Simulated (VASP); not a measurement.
# WS2 (R3m) in VASP: notebook, part 2 of 3

VASP 6.6.1.

## 3. Electric field gradients, LDA (zz strain of -1 %)

Contents of INCAR:

```
SYSTEM = WS2
PREC = Accurate
ENCUT = 520
EDIFF = 1E-8
ISMEAR = -1
SIGMA = 0.08
LREAL = .FALSE.
LASPH = .TRUE.
NELM = 80
ALGO = Normal
ISIF = 2
LWAVE = .FALSE.
LCHARG = .FALSE.
LEFG = .TRUE.
NBANDS = 20
```

Contents of KPOINTS:

```
regular mesh
0
G
  13 13 13
  0 0 0
```

Contents of POSCAR:

```
WS2
1.0
    1.5790003843      0.9116362969      6.1016967000
   -1.5790003843      0.9116362969      6.1016967000
    0.0000000000     -1.8232725938      6.1016967000
W S
1 2
Direct
    0.0000000000      0.0000000000      0.0000000000
    0.7503000000      0.7503000000      0.7503000000
    0.5810000000      0.5810000000      0.5810000000
```

Potentials or basis: VASP PAW LDA potentials, release 64 (W_sv, S).

On the command line:

```bash
$ cat potpaw_LDA.64/W_sv/POTCAR potpaw_LDA.64/S/POTCAR > POTCAR
$ mpirun -np 1 vasp_std > vasp.out
```

OUTCAR:

```text
SYSTEM = WS2
   PREC = Accurate
   ENCUT = 520
   EDIFF = 1E-8
   ISMEAR = -1
   LREAL = .FALSE.
   LASPH = .TRUE.
   NELM = 80
   ISIF = 2

 ion  position               nearest neighbor table
   1  0.000  0.000  0.000-   2 2.38   2 2.38   2 2.38   3 2.40   3 2.40   3 2.40
   2  0.750  0.750  0.750-   1 2.38   1 2.38   1 2.38
   3  0.581  0.581  0.581-   1 2.40   1 2.40   1 2.40

  LATTYP: Found a trigonal (rhomboedric) cell.
 ALAT       =     6.3682827803
 COS(alpha) =     0.8770439827

  Lattice vectors:

 A1 = (   1.5790003843,   0.9116362969,   6.1016967000)
 A2 = (  -1.5790003843,   0.9116362969,   6.1016967000)
 A3 = (   0.0000000000,  -1.8232725938,   6.1016967000)

Analysis of symmetry for initial positions (statically):
=====================================================================
 Subroutine PRICEL returns:
 Original cell was already a primitive cell.

 Routine SETGRP: Setting up the symmetry group for a
 trigonal (rhombohedral) supercell.

 Subroutine GETGRP returns: Found  6 space group operations
 (whereof  6 operations were pure point group operations)
 out of a pool of 12 trial point group operations.

The static configuration has the point symmetry C_3v.

Analysis of symmetry for dynamics (positions and initial velocities):
=====================================================================
 Subroutine PRICEL returns:
 Original cell was already a primitive cell.

 Routine SETGRP: Setting up the symmetry group for a
 trigonal (rhombohedral) supercell.

 Subroutine GETGRP returns: Found  6 space group operations
 (whereof  6 operations were pure point group operations)
 out of a pool of 12 trial point group operations.

The dynamic configuration has the point symmetry C_3v.

 Subroutine INISYM returns: Found  6 space group operations
 (whereof  6 operations are pure point group operations),
 and found     1 'primitive' translations

----------------------------------------------------------------------------------------

                                     Primitive cell

  volume of cell :      52.6994

  direct lattice vectors                    reciprocal lattice vectors
     1.579000384  0.911636297  6.101696700     0.316656034  0.182821447  0.054629614
    -1.579000384  0.911636297  6.101696700    -0.316656034  0.182821447  0.054629614
     0.000000000 -1.823272594  6.101696700     0.000000000 -0.365642893  0.054629614

  length of vectors
     6.368282780  6.368282780  6.368282780     0.369701393  0.369701393  0.369701393

  position of ions in fractional coordinates (direct lattice)
     0.000000000  0.000000000  0.000000000
     0.750300000  0.750300000  0.750300000
     0.581000000  0.581000000  0.581000000

  ion indices of the primitive-cell ions
   primitive index   ion index
                 1           1
                 2           2
                 3           3
[... 77 lines left out ...]
   NFREE  =      0    steps in history (QN), initial steepest desc. (CG)
   ISIF   =      2    stress and relaxation
   ISYM   =      2    0-nonsym 1-usesym 2-fastsym
   POTIM  = 0.5000    time-step for ionic-motion
   TEBEG  =    0.0;   TEEND  =   0.0 temperature during run
   PSTRESS=    0.0 pullay stress
   NELECT =      26.0000    total number of electrons
   NUPDOWN=      -1.0000    fix difference up-down
   EMIN   =  10.00;   EMAX   =-10.00  energy-range for DOS
   EFERMI =   0.00;   METHOD = LEGACY
   ISMEAR =    -1;   SIGMA  =   0.08  broadening in eV -4-tet -1-fermi 0-gaus
   EFERMI_NEDOS =   21; number of points for ismear=-14 and -15
   IALGO  =     38    algorithm
   IMIX   =      4    mixing-type and parameters
     AMIX     =   0.40;   BMIX     =  1.00
     AMIX_MAG =   1.60;   BMIX_MAG =  1.00
  volume/ion in A,a.u.               =      17.57       118.54
  Fermi-wavevector in a.u.,A,eV,Ry     =   1.293592  2.444535 22.767727  1.673381
  Thomas-Fermi vector in A             =   2.425228
   LORBIT       =      0    0 simple, 1 ext, 2 COOP (PROOUT), +10 PAW based schemes
   GGA     = CA    functional components
   LHFCALC =     F    Hartree Fock is set to
   AEXX    =    0.0000 exact exchange contribution
   IVDW    =     0    specifies the selected vdW correction
   LEPSILON=     F    determine dielectric tensor
   LRPA    =     F    only Hartree local field effects (RPA)
 non-spin polarized calculation
  energy-cutoff  :      520.00
  volume of cell :       52.70
 maximum number of plane-waves:      1436
   NGX = 23   NGY = 23   NGZ = 23

 number of electron      25.9999999 magnetization

 Free energy of the ion-electron system (eV)
  ---------------------------------------------------
  ext. energy  EPLUGINS =         0.00000000
  ---------------------------------------------------
  free energy    TOTEN  =       -26.24596817 eV

  energy without entropy =      -26.24592236  energy(sigma->0) =      -26.24594527

 E-fermi :   7.9438     XC(G=0): -11.2870

 val. band max:        7.5550931384   @ k =   0.4615   0.4615   0.4615
 cond. band min:       8.5205855428   @ k =  -0.1538   0.1538   0.0000
 fundamental gap:      0.9654924043
 Fermi energy:         7.9438046799

 k-point     1 :       0.0000    0.0000    0.0000
  band No.  band energies     occupation
      1     -66.7055      2.00000
      2     -31.2449      2.00000
      3     -31.0601      2.00000
      4     -31.0601      2.00000
      5      -8.1798      2.00000
      6      -6.0808      2.00000
[... 541 lines left out ...]
     19      15.2205      0.00000
     20      15.7818      0.00000

 [... further k-points ...]

------------------------ aborting loop because EDIFF is reached ----------------------------------------

  FORCE on cell =-STRESS in cart. coord.  units (eV):
  Direction    XX          YY          ZZ          XY          YZ          ZX
  --------------------------------------------------------------------------------------
  -------------------------------------------------------------------------------------
  Total       -0.7632328     -0.7632328      0.0489507      0.0000000      0.0000000     -0.0000000
  in kB      -23.2039486    -23.2039486      1.4882076      0.0000000      0.0000000     -0.0000000
  external PRESSURE =     -14.9732298 kB  Pullay stress =       0.0000000 kB

 VOLUME and BASIS-vectors are now :
 -----------------------------------------------------------------------------
  energy-cutoff  :      520.00
  volume of cell :       52.70
      direct lattice vectors                 reciprocal lattice vectors
     1.579000384  0.911636297  6.101696700     0.316656034  0.182821447  0.054629614
    -1.579000384  0.911636297  6.101696700    -0.316656034  0.182821447  0.054629614
     0.000000000 -1.823272594  6.101696700     0.000000000 -0.365642893  0.054629614

 POSITION                                       TOTAL-FORCE (eV/Angst)
 -----------------------------------------------------------------------------------
      0.00000      0.00000      0.00000         0.000000      0.000000     -0.601030
      0.00000      0.00000     13.73431         0.000000      0.000000      0.382494
      0.00000      0.00000     10.63526         0.000000      0.000000      0.218536
 -----------------------------------------------------------------------------------
    total drift:                                0.000000      0.000000     -0.000000

  FREE ENERGIE OF THE ION-ELECTRON SYSTEM (eV)
  ---------------------------------------------------
  free  energy   TOTEN  =       -26.2459681719 eV

  energy  without entropy=      -26.2459223624  energy(sigma->0) =      -26.24594527

 Electric field gradients (V/A^2)
---------------------------------------------------------------------
 ion       V_xx      V_yy      V_zz      V_xy      V_xz      V_yz
---------------------------------------------------------------------
   1      83.153    83.153  -166.307    -0.000    -0.000    -0.000
   2      26.390    26.390   -52.779     0.000    -0.000    -0.000
   3      22.529    22.529   -45.057    -0.000     0.000     0.000
---------------------------------------------------------------------

 Electric field gradients after diagonalization (V/A^2)
 (convention: |V_zz| > |V_xx| > |V_yy|)
----------------------------------------------------------------------
 ion       V_xx      V_yy      V_zz     asymmetry (V_yy - V_xx)/ V_zz
----------------------------------------------------------------------
   1      83.153    83.153  -166.307       0.000
   2      26.390    26.390   -52.779       0.000
   3      22.529    22.529   -45.057       0.000
----------------------------------------------------------------------

           NMR quadrupolar parameters

 Cq : quadrupolar parameter    Cq=e*Q*V_zz/h
 eta: asymmetry parameters     (V_yy - V_xx)/ V_zz
 Q  : nuclear electric quadrupole moment in mb (millibarn)
----------------------------------------------------------------------
 ion       Cq(MHz)       eta       Q (mb)
----------------------------------------------------------------------
   1      -0.402       0.000       1.000
   2      -0.128       0.000       1.000
   3      -0.109       0.000       1.000
----------------------------------------------------------------------
```

OSZICAR:

```text
N       E                     dE             d eps       ncg     rms          rms(c)
DAV:   1     0.194705310377E+03    0.19471E+03   -0.13029E+04  9240   0.129E+03
DAV:   2    -0.174337556869E+02   -0.21214E+03   -0.20501E+03 10832   0.341E+02
DAV:   3    -0.274484524722E+02   -0.10015E+02   -0.99090E+01 11624   0.698E+01
DAV:   4    -0.275869322908E+02   -0.13848E+00   -0.13838E+00 11264   0.886E+00
DAV:   5    -0.275891969379E+02   -0.22646E-02   -0.22645E-02 11440   0.120E+00    0.279E+01
DAV:   6    -0.264447787201E+02    0.11444E+01   -0.57288E+00 10264   0.162E+01    0.112E+01
DAV:   7    -0.263049013257E+02    0.13988E+00   -0.13297E+00  9676   0.663E+00    0.566E+00
DAV:   8    -0.262480681759E+02    0.56833E-01   -0.26149E-01 10724   0.336E+00    0.114E+00
DAV:   9    -0.262463380018E+02    0.17302E-02   -0.11872E-02 11472   0.752E-01    0.470E-01
DAV:  10    -0.262459951782E+02    0.34282E-03   -0.34402E-03 10832   0.403E-01    0.702E-02
DAV:  11    -0.262459702076E+02    0.24971E-04   -0.40964E-04 10424   0.132E-01    0.559E-02
DAV:  12    -0.262459675236E+02    0.26840E-05   -0.42355E-05 10804   0.507E-02    0.123E-02
DAV:  13    -0.262459681815E+02   -0.65788E-06   -0.33201E-06 10716   0.136E-02    0.610E-03
DAV:  14    -0.262459681599E+02    0.21512E-07   -0.57439E-07 11316   0.463E-03    0.147E-03
DAV:  15    -0.262459681732E+02   -0.13261E-07   -0.45922E-08 10576   0.154E-03    0.111E-03
DAV:  16    -0.262459681719E+02    0.13501E-08   -0.63969E-09  6044   0.539E-04
   1 F= -.26245968E+02 E0= -.26245945E+02  d E =-.458095E-04
```

It took 7.4 min on 1 thread of Intel Xeon Platinum 8488C (Sapphire Rapids), shared host; peak memory 0.42 GiB.

Results:

```
Free energy                             : -26.2460 eV
Pressure                                : -1.5 GPa
Largest force                           : 0.601 eV/Å
Band gap on the k mesh                  : 0.97 eV (least direct gap 2.06 eV)
Largest electric field gradient by atom : W -166.3; S -52.8, -45.1 V/Å²
```

Forces on the atoms (eV/Å):
```
W    0.000  0.000 -0.601
S    0.000  0.000  0.382
S    0.000  0.000  0.219
```

Stress tensor (GPa, compression positive):
```
-2.32  0.00  0.00
 0.00 -2.32  0.00
 0.00  0.00  0.15
```

Electric field gradients, principal values (V/Å²):
```tsv
atom	least	middle	greatest (by size)
1 W	83.153	83.153	-166.307
2 S	26.390	26.390	-52.779
3 S	22.529	22.529	-45.057
```

Caveat: the cell differs from its parent crystal (zz strain of -1 %); without QUAD_EFG the Cq values of the log hold for a quadrupole moment of 1 mb, not for the nuclei; spin-orbit coupling is left out, which moves the levels of the heavy elements; an odd mesh through Γ misses points on the zone boundary, where band edges can lie.

## 4. Electric field gradients, LDA (17.57 Å³/atom)

This run uses another cell than the first one, of 17.57 Å³/atom.

Contents of INCAR:

```
SYSTEM = WS2
  PREC = Accurate
  ENCUT = 520
  EDIFF = 1E-8
  ISMEAR = -1
  SIGMA = 0.08
  LREAL = .FALSE.
  LASPH = .TRUE.
  NELM = 80
  ALGO = Normal
  ISIF = 2
  LWAVE = .FALSE.
  LCHARG = .FALSE.
  LEFG = .TRUE.
  NBANDS = 20
```

Contents of KPOINTS:

```
Automatic mesh
0
G
  13 13 13
  0 0 0
```

Contents of POSCAR:

```
WS2
1.0
    1.5737194071      0.9085873233      6.1427167022
   -1.5737194071      0.9085873233      6.1427167022
    0.0000000000     -1.8171746466      6.1427167022
W S
1 2
Direct
    0.0000000000      0.0000000000      0.0000000000
    0.7503000000      0.7503000000      0.7503000000
    0.5810000000      0.5810000000      0.5810000000
```

Potentials or basis: VASP PAW LDA potentials, release 64 (W_sv, S).

On the command line:

```bash
$ cat potpaw_LDA.64/W_sv/POTCAR potpaw_LDA.64/S/POTCAR > POTCAR
$ mpirun -np 1 vasp_std > vasp.out
```

OUTCAR:

```text
SYSTEM = WS2
   PREC = Accurate
   ENCUT = 520
   EDIFF = 1E-8
   ISMEAR = -1
   LREAL = .FALSE.
   LASPH = .TRUE.
   NELM = 80
   ISIF = 2

 ion  position               nearest neighbor table
   1  0.000  0.000  0.000-   2 2.38   2 2.38   2 2.38   3 2.41   3 2.41   3 2.41
   2  0.750  0.750  0.750-   1 2.38   1 2.38   1 2.38
   3  0.581  0.581  0.581-   1 2.41   1 2.41   1 2.41

  LATTYP: Found a trigonal (rhomboedric) cell.
 ALAT       =     6.4058638902
 COS(alpha) =     0.8792939096

  Lattice vectors:

 A1 = (   1.5737194071,   0.9085873233,   6.1427167022)
 A2 = (  -1.5737194071,   0.9085873233,   6.1427167022)
 A3 = (   0.0000000000,  -1.8171746466,   6.1427167022)

Analysis of symmetry for initial positions (statically):
=====================================================================
 Subroutine PRICEL returns:
 Original cell was already a primitive cell.

 Routine SETGRP: Setting up the symmetry group for a
 trigonal (rhombohedral) supercell.

[... 746 lines left out ...]

 POSITION                                       TOTAL-FORCE (eV/Angst)
 -----------------------------------------------------------------------------------
      0.00000      0.00000      0.00000         0.000000      0.000000     -0.601428
      0.00000      0.00000     13.82664         0.000000      0.000000      0.252330
      0.00000      0.00000     10.70676         0.000000     -0.000000      0.349098
 -----------------------------------------------------------------------------------
    total drift:                                0.000000      0.000000      0.000005

  FREE ENERGIE OF THE ION-ELECTRON SYSTEM (eV)
  ---------------------------------------------------
  free  energy   TOTEN  =       -26.2493927998 eV

  energy  without entropy=      -26.2493552355  energy(sigma->0) =      -26.24937402

 Electric field gradients (V/A^2)
---------------------------------------------------------------------
 ion       V_xx      V_yy      V_zz      V_xy      V_xz      V_yz
---------------------------------------------------------------------
   1      80.507    80.507  -161.014     0.000    -0.000     0.000
   2      25.336    25.336   -50.672     0.000     0.000    -0.000
   3      21.426    21.426   -42.852    -0.000     0.000     0.000
---------------------------------------------------------------------

 Electric field gradients after diagonalization (V/A^2)
 (convention: |V_zz| > |V_xx| > |V_yy|)
----------------------------------------------------------------------
 ion       V_xx      V_yy      V_zz     asymmetry (V_yy - V_xx)/ V_zz
----------------------------------------------------------------------
   1      80.507    80.507  -161.014       0.000
   2      25.336    25.336   -50.672       0.000
   3      21.426    21.426   -42.852       0.000
----------------------------------------------------------------------

           NMR quadrupolar parameters

 Cq : quadrupolar parameter    Cq=e*Q*V_zz/h
 eta: asymmetry parameters     (V_yy - V_xx)/ V_zz
 Q  : nuclear electric quadrupole moment in mb (millibarn)
----------------------------------------------------------------------
 ion       Cq(MHz)       eta       Q (mb)
----------------------------------------------------------------------
   1      -0.389       0.000       1.000
   2      -0.123       0.000       1.000
   3      -0.104       0.000       1.000
----------------------------------------------------------------------
```

OSZICAR:

```text
N       E                     dE             d eps       ncg     rms          rms(c)
DAV:   1     0.196270805108E+03    0.19627E+03   -0.13011E+04  9240   0.129E+03
DAV:   2    -0.172291580930E+02   -0.21350E+03   -0.20632E+03 10712   0.343E+02
DAV:   3    -0.274400687120E+02   -0.10211E+02   -0.10106E+02 11680   0.705E+01
DAV:   4    -0.275843188632E+02   -0.14425E+00   -0.14414E+00 11232   0.903E+00
DAV:   5    -0.275866997125E+02   -0.23808E-02   -0.23807E-02 11476   0.122E+00    0.279E+01
DAV:   6    -0.264522885607E+02    0.11344E+01   -0.56958E+00 10224   0.162E+01    0.112E+01
DAV:   7    -0.263110381504E+02    0.14125E+00   -0.13781E+00  9636   0.671E+00    0.564E+00
DAV:   8    -0.262514921970E+02    0.59546E-01   -0.27450E-01 10732   0.343E+00    0.116E+00
DAV:   9    -0.262497848777E+02    0.17073E-02   -0.12523E-02 11428   0.767E-01    0.482E-01
DAV:  10    -0.262494220536E+02    0.36282E-03   -0.35780E-03 10852   0.414E-01    0.700E-02
DAV:  11    -0.262493950618E+02    0.26992E-04   -0.42626E-04 10512   0.136E-01    0.581E-02
DAV:  12    -0.262493920303E+02    0.30316E-05   -0.42338E-05 10816   0.506E-02    0.140E-02
DAV:  13    -0.262493928116E+02   -0.78133E-06   -0.30392E-06 10712   0.131E-02    0.646E-03
DAV:  14    -0.262493927924E+02    0.19212E-07   -0.59232E-07 11492   0.465E-03    0.171E-03
DAV:  15    -0.262493927998E+02   -0.74378E-08   -0.53596E-08 10560   0.170E-03
   1 F= -.26249393E+02 E0= -.26249374E+02  d E =-.375643E-04
```

stdout:

```text
POSCAR found type information on POSCAR W S
 POSCAR found :  2 types and       3 ions
 scaLAPACK will be used
 LDA part: xc-table for (Slater(with rela. corr.)+CA(PZ))
 , standard interpolation
 POSCAR, INCAR and KPOINTS ok, starting setup
 FFT: planning ... GRIDC
 FFT: planning ... GRID_SOFT
 FFT: planning ... GRID
 WAVECAR not read
 entering main loop
ion   1

ion   2

ion   3
```

It took 15 min on 1 thread of Intel Xeon Platinum 8488C (Sapphire Rapids), shared host; peak memory 0.41 GiB.

Results:

| Property | Result |
| --- | --- |
| Free energy | -26.2494 eV |
| Pressure | -1.6 GPa |
| Largest force | 0.601 eV/Å |
| Band gap on the k mesh | 0.99 eV (least direct gap 2.13 eV) |
| Largest electric field gradient by atom | W -161.0; S -50.7, -42.9 V/Å² |

Forces in eV/Å, atoms in the order of the input:
```
W    0.000  0.000 -0.601
S    0.000  0.000  0.252
S    0.000  0.000  0.349
```

Electric field gradients, principal values (V/Å²):
```
atom   least  middle  greatest (by size)
 1 W  80.507  80.507            -161.014
 2 S  25.336  25.336             -50.672
 3 S  21.426  21.426             -42.852
```

Caveat: without QUAD_EFG the Cq values of the log hold for a quadrupole moment of 1 mb, not for the nuclei; spin-orbit coupling is left out, which moves the levels of the heavy elements; an odd mesh through Γ misses points on the zone boundary, where band edges can lie.

[end of part 2 of 3]
